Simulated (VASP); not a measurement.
Runs of VASP 6.6.1 on Nb. The structure is that of space group P6_3/mmc (No. 194), or close to it. The cells are those of the table. This isn't the form of Nb at room conditions, which is bcc.

| cell | gap on the mesh (eV) | pressure (GPa) |
| --- | --- | --- |
| a = 2.908, b = 2.908, c = 5.311 Å, angles 90.0, 90.0, 120.0°, 2 atoms | none | -6.2 |
| a = 2.981, b = 2.981, c = 5.444 Å, angles 90.0, 90.0, 120.0°, 2 atoms | none | -15.0 |
| a = 2.945, b = 2.945, c = 5.378 Å, angles 90.0, 90.0, 120.0°, 2 atoms | none | -11.0 |
| a = 2.870, b = 2.870, c = 5.242 Å, angles 90.0, 90.0, 120.0°, 2 atoms | none | (a) |

Alike in all rows: task single point; level PBE; potentials or basis VASP PAW PBE potentials, release 64 (Nb_sv); no spin polarisation; k mesh 21 × 21 × 10; cutoff (eV) 520; smearing fermi-dirac 0.1 eV.

**Question.** Fill in the values left out.

**Answer.** (a) -0.4.

Caveats: the cell stands under tension (at least some runs).

A k mesh can miss the band edges, and the runs leave out spin-orbit coupling on Nb.

A gap of «none» marks levels without a gap at the run's occupations.
